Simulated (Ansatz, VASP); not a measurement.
Two plane-wave programs on KHF2

POSCAR

```
KHF2
1.0
   -2.8322900000      2.8322900000      3.4017450000
    2.8322900000     -2.8322900000      3.4017450000
    2.8322900000      2.8322900000     -3.4017450000
K H F
2 2 4
Direct
    0.2500000000      0.2500000000      0.0000000000
    0.7500000000      0.7500000000      0.0000000000
    0.5000000000      0.0000000000      0.5000000000
    0.0000000000      0.5000000000      0.5000000000
    0.6408000000      0.1408000000      0.7816000000
    0.1408000000      0.3592000000      0.5000000000
    0.3592000000      0.8592000000      0.2184000000
    0.8592000000      0.6408000000      0.5000000000
```

Contents of INCAR.step1:

```
SYSTEM = KHF2
  ALGO = Normal
  EDIFF = 1E-4
  ENCUT = 520
  GGA = PE
  ISMEAR = 1
  LASPH = .True.
  LCHARG = .False.
  LREAL = .False.
  LWAVE = .True.
  NBANDS = 34
  NELM = 60
  PREC = Accurate
  SIGMA = 0.1605
```

File INCAR.step2:

```
SYSTEM = KHF2
  ALGO = Normal
  EDIFF = 1E-7
  ENCUT = 520
  ISIF = 2
  ISMEAR = 1
  ISTART = 1
  LASPH = .True.
  LCHARG = .True.
  LELF = .True.
  LMIXTAU = .True.
  LREAL = .False.
  LVHAR = .True.
  LWAVE = .False.
  METAGGA = R2SCAN
  NBANDS = 34
  NELM = 60
  PREC = Accurate
  SIGMA = 0.1605
```

KPOINTS

```
k-points
0
Gamma
  6 6 6
  0 0 0
```

Input for Ansatz:

```yaml
crystal:
  lattice:
    - [-2.83229, 2.83229, 3.401745]
    - [2.83229, -2.83229, 3.401745]
    - [2.83229, 2.83229, -3.401745]
  atoms:
    - { symbol: K, position: [0.25, 0.25, 0.0] }
    - { symbol: K, position: [0.75, 0.75, 0.0] }
    - { symbol: H, position: [0.5, 0.0, 0.5] }
    - { symbol: H, position: [0.0, 0.5, 0.5] }
    - { symbol: F, position: [0.6408, 0.1408, 0.7816] }
    - { symbol: F, position: [0.1408, 0.3592, 0.5] }
    - { symbol: F, position: [0.3592, 0.8592, 0.2184] }
    - { symbol: F, position: [0.8592, 0.6408, 0.5] }
  symmetry: { tolerance: 0.0003 }
kpoints:
  mp_grid: { grid: [6, 6, 6], shift: [0, 0, 0] }
  band_path:
    path:
      - [0.0, 0.0, 0.0]
      - [0.0, 0.0, 0.5]
      - [0.25, 0.25, 0.25]
      - [0.0, 0.5, 0.0]
      - [0.0, 0.0, 0.0]
      - [0.5, 0.5, -0.5]
      - [0.42330534, 0.57669466, -0.42330534]
      - [-0.42330534, 0.42330534, 0.42330534]
      - [0.0, 0.0, 0.0]
      - [0.0, 0.0, 0.5]
      - [-0.34661067, 0.34661067, 0.5]
    npoints: 6
magnetization:
  spin_polarized: false
scf:
  occupations: { method: cold, width: 0.1605 }
  lower_state_search: "off"
  max_iter: 200
hamiltonian:
  pseudopotentials: { kind: paw }
  xc: r2scan
basis:
  ecutwfc: 500
  fft_grid_basis: typed
output:
  forces: true
  stress: true
  eigenvalues: true
  bader: true
  populations: true
  elf: true
  write_potential: true
  volumetric_format: npy
  dos:
    e_range: [-12, 8]
    de: 0.05
    projected: { site_lists: { F: [F], H: [H], K: [K] } }
checkpoint:
  read: saved_state
```

Alike in both runs: task single point; functional r2SCAN; k mesh 6 × 6 × 6; no spin polarisation.

|  | VASP | Ansatz |
| --- | --- | --- |
| version | VASP 6.6.1 | Ansatz 0.2.0 |
| potentials or method | VASP PAW PBE potentials, release 64 (K_sv, H, F), cutoff 520 eV | PAW plane waves |
| occupations | methfessel-paxton of order 1, width 0.1605 eV | cold, width 0.1605 eV |
| valence electrons in the cell | 48 | 48 |

```tsv
	VASP	Ansatz	Ansatz less VASP
pressure (GPa)	-0.3	-0.2	+0.07
traceless stress, the component that is largest in VASP (GPa)	-0.66	-0.70	-0.033
rms of the force components (eV/Å)	0.190	0.143	-0.0466
```

VASP's potentials were made for PBE, not for r2SCAN. Atom by atom the forces differ by 0.047 eV/Å (rms over components).
